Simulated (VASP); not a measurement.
# HfC (Pm-3m) in VASP: a series of runs, part 2 of 3

VASP 6.6.1. The steps go on from the part before.

**3. Vibrations by perturbation theory, PBE**

This run uses another cell than the first one, of 10.63 Å³/atom.

File INCAR:

```
PREC = Accurate
ENCUT = 520
EDIFF = 1E-8
ISMEAR = -1
SIGMA = 0.15
LREAL = False
LASPH = True
NELM = 80
ALGO = Normal
ISIF = 2
LWAVE = False
LCHARG = False
GGA = PE
NBANDS = 14
IBRION = 8
NSW = 1
```

File KPOINTS:

```
Automatic mesh
0
Gamma
  16 16 16
```

File POSCAR:

```
HfC
1.0
    2.7699000000      0.0000000000      0.0000000000
    0.0000000000      2.7699000000      0.0000000000
    0.0000000000      0.0000000000      2.7699000000
Hf C
1 1
Direct
    0.0000000000      0.0000000000      0.0000000000
    0.5000000000      0.5000000000      0.5000000000
```

Potentials or basis: VASP PAW PBE potentials, release 64 (Hf_pv, C).

Launch:

```sh
$ cat potpaw_PBE.64/Hf_pv/POTCAR potpaw_PBE.64/C/POTCAR > POTCAR
$ mpirun -np 1 vasp_std > vasp.out
```

OUTCAR:

```text
PREC = Accurate
   ENCUT = 520
   EDIFF = 1E-8
   ISMEAR = -1
   LREAL = False
   LASPH = True
   NELM = 80
   ISIF = 2
   GGA = PE
   IBRION = 8
   NSW = 1

 ion  position               nearest neighbor table
   1  0.000  0.000  0.000-   2 2.40   2 2.40   2 2.40   2 2.40   2 2.40   2 2.40   2 2.40   2 2.40

   2  0.500  0.500  0.500-   1 2.40   1 2.40   1 2.40   1 2.40   1 2.40   1 2.40   1 2.40   1 2.40

  LATTYP: Found a simple cubic cell.
 ALAT       =     2.7699000000

  Lattice vectors:

 A1 = (   2.7699000000,   0.0000000000,   0.0000000000)
 A2 = (   0.0000000000,   2.7699000000,   0.0000000000)
 A3 = (   0.0000000000,   0.0000000000,   2.7699000000)

Analysis of symmetry for initial positions (statically):
=====================================================================
 Subroutine PRICEL returns:
 Original cell was already a primitive cell.

 Routine SETGRP: Setting up the symmetry group for a
 simple cubic supercell.

 Subroutine GETGRP returns: Found 48 space group operations
 (whereof 48 operations were pure point group operations)
 out of a pool of 48 trial point group operations.

The static configuration has the point symmetry O_h .

Analysis of symmetry for dynamics (positions and initial velocities):
=====================================================================
 Subroutine PRICEL returns:
 Original cell was already a primitive cell.

 Routine SETGRP: Setting up the symmetry group for a
 simple cubic supercell.

 Subroutine GETGRP returns: Found 48 space group operations
 (whereof 48 operations were pure point group operations)
 out of a pool of 48 trial point group operations.

The dynamic configuration has the point symmetry O_h .

 Subroutine INISYM returns: Found 48 space group operations
 (whereof 48 operations are pure point group operations),
 and found     1 'primitive' translations

----------------------------------------------------------------------------------------

                                     Primitive cell

  volume of cell :      21.2516

  direct lattice vectors                    reciprocal lattice vectors
     2.769900000  0.000000000  0.000000000     0.361023864  0.000000000  0.000000000
     0.000000000  2.769900000  0.000000000     0.000000000  0.361023864  0.000000000
     0.000000000  0.000000000  2.769900000     0.000000000  0.000000000  0.361023864

  length of vectors
     2.769900000  2.769900000  2.769900000     0.361023864  0.361023864  0.361023864

  position of ions in fractional coordinates (direct lattice)
     0.000000000  0.000000000  0.000000000
     0.500000000  0.500000000  0.500000000

  ion indices of the primitive-cell ions
   primitive index   ion index
                 1           1
                 2           2

----------------------------------------------------------------------------------------

 KPOINTS: Automatic mesh

[... 133 lines left out ...]
      8       9.0713      0.00043
      9       9.0713      0.00043
     10      14.9018      0.00000
     11      14.9018      0.00000
     12      14.9018      0.00000
     13      16.5512      0.00000
     14      21.6284      0.00000
[... 377 lines left out ...]
      1     -23.2078      2.00000
      2     -21.7197      2.00000
      3     -21.4639      2.00000
      4      -1.9047      2.00000
      5       0.9667      2.00000
      6       6.1293      1.99997
      7       6.7540      1.99819
      8       7.2703      1.94492
      9      14.6514      0.00000
     10      15.4619      0.00000
     11      16.5962      0.00000
     12      16.6902      0.00000
     13      19.5318      0.00000
     14      21.3945      0.00000

 [... further k-points ...]
[... 5 lines left out ...]
  --------------------------------------------------------------------------------------
  -------------------------------------------------------------------------------------
  Total        4.7689238      4.7689238      4.7689238      0.0000000      0.0000000     -0.0000000
  in kB      359.5329443    359.5329443    359.5329443      0.0000000      0.0000000     -0.0000000
  external PRESSURE =     359.5329443 kB  Pullay stress =       0.0000000 kB

 VOLUME and BASIS-vectors are now :
 -----------------------------------------------------------------------------
  energy-cutoff  :      520.00
  volume of cell :       21.25
      direct lattice vectors                 reciprocal lattice vectors
     2.769900000  0.000000000  0.000000000     0.361023864  0.000000000  0.000000000
     0.000000000  2.769900000  0.000000000     0.000000000  0.361023864  0.000000000
     0.000000000  0.000000000  2.769900000     0.000000000  0.000000000  0.361023864

 POSITION                                       TOTAL-FORCE (eV/Angst)
 -----------------------------------------------------------------------------------
      0.00000      0.00000      0.00000         0.000000      0.000000      0.000000
      1.38495      1.38495      1.38495         0.000000      0.000000      0.000000
 -----------------------------------------------------------------------------------
    total drift:                                0.000000      0.000000     -0.000000

  FREE ENERGIE OF THE ION-ELECTRON SYSTEM (eV)
  ---------------------------------------------------
  free  energy   TOTEN  =       -18.1065979867 eV

  energy  without entropy=      -17.9867415835  energy(sigma->0) =      -18.04666979

[... ionic steps 2 to 3 ...]

--------------------------------------- Ionic step        4  -------------------------------------------

------------------------ aborting loop because EDIFF is reached ----------------------------------------

[... ionic steps 5 to 6 ...]

--------------------------------------- Ionic step        7  -------------------------------------------

 Free energy of the ion-electron system (eV)
  ---------------------------------------------------
  ---------------------------------------------------
  free energy    TOTEN  =        -0.11967361 eV

  energy without entropy =       -0.11967363

------------------------ aborting loop because EDIFF is reached ----------------------------------------

 INTERNAL STRAIN TENSOR  FOR ION    2  DIRECTION 1   (eV/Angst):
 -----------------------------------------------------------------------------
     0.08059  0.00000  0.00000
     0.00000 -0.03171 -0.00000
     0.00000 -0.00000 -0.03171

 INTERNAL STRAIN TENSOR FOR ION    2 for displacements in x,y,z  (eV/Angst):
          X           Y           Z          XY          YZ          ZX
  --------------------------------------------------------------------------------
  x     0.00000     0.00000     0.00000     0.00000     0.00000     0.00000
  y     0.00000     0.00000     0.00000     0.00000     0.00000     0.00000
  z     0.00000     0.00000     0.00000     0.00000     0.00000     0.00000

 SECOND DERIVATIVES (NOT SYMMETRIZED)
 ------------------------------------
               1X          1Y          1Z          2X          2Y          2Z
  1X    -4.034138   -0.000000    0.000000    4.034138    0.000000   -0.000000
  1Y     0.000000   -4.034138    0.000000   -0.000000    4.034138   -0.000000
  1Z    -0.000000   -0.000000   -4.034138    0.000000    0.000000    4.034138
  2X     4.034119   -0.000000   -0.000000   -4.034119    0.000000    0.000000
  2Y    -0.000000    4.034119    0.000000    0.000000   -4.034119   -0.000000
  2Z    -0.000000   -0.000000    4.034119    0.000000    0.000000   -4.034119

 Eigenvectors and eigenvalues of the dynamical matrix
 ----------------------------------------------------

   1 f  =    9.360030 THz    58.810806 2PiTHz  312.217010 cm-1    38.709958 meV
             X         Y         Z           dx          dy          dz
      0.000000  0.000000  0.000000     0.251097   -0.000000   -0.000000
      1.384950  1.384950  1.384950    -0.967962   -0.000000   -0.000000
[... 21 lines left out ...]
   6 f/i=    0.000005 THz     0.000034 2PiTHz    0.000178 cm-1     0.000022 meV
             X         Y         Z           dx          dy          dz
      0.000000  0.000000  0.000000    -0.178261   -0.103417    0.945769
      1.384950  1.384950  1.384950    -0.046242   -0.026827    0.245340

--------------------------------------------------------------------------------------------------------

 ELASTIC MODULI CONTR FROM IONIC RELAXATION (kBar)
 Direction    XX          YY          ZZ          XY          YZ          ZX
 --------------------------------------------------------------------------------
 XX           0.0000      0.0000      0.0000      0.0000      0.0000      0.0000
 YY           0.0000      0.0000      0.0000      0.0000      0.0000      0.0000
 ZZ           0.0000      0.0000      0.0000      0.0000      0.0000      0.0000
 XY           0.0000      0.0000      0.0000      0.0000      0.0000      0.0000
 YZ           0.0000      0.0000      0.0000      0.0000      0.0000      0.0000
 ZX           0.0000      0.0000      0.0000      0.0000      0.0000      0.0000
 --------------------------------------------------------------------------------
```

stdout:

```text
POSCAR found type information on POSCAR HfC
 POSCAR found :  2 types and       2 ions
 scaLAPACK will be used
 LDA part: xc-table for (Slater+PW92), standard interpolation
 POSCAR, INCAR and KPOINTS ok, starting setup
 FFT: planning ... GRIDC
 FFT: planning ... GRID_SOFT
 FFT: planning ... GRID
 WAVECAR not read
 entering main loop
 Linear response reoptimize wavefunctions to high precision
 Linear response DOF=           2
 Linear response progress:
 first order change of Fermi-energy   0.25908E-03
 force on displaced ion       1 direction 1 :  -4.034  -0.000  -0.000
 Linear response progress:
 first order change of Fermi-energy  -0.20479E-03
 force on displaced ion       2 direction 1 :  -4.034  -0.000   0.000
 Linear response finished
```

It took 5 min on 1 thread of Intel Xeon Platinum 8488C (Sapphire Rapids), shared host; peak memory 0.37 GiB.

What came out:

```yaml
Highest_phonon_frequency_at_Γ: 312 cm⁻¹
```

Phonon frequencies in cm⁻¹ (negative: imaginary):
```
              q point        frequencies
(0.000, 0.000, 0.000)  0 0 0 312 312 312
```

Caveat: the cell stands under pressure or tension, which shifts response properties; spin-orbit coupling is left out, which moves the levels of the heavy elements.

[end of part 2 of 3]
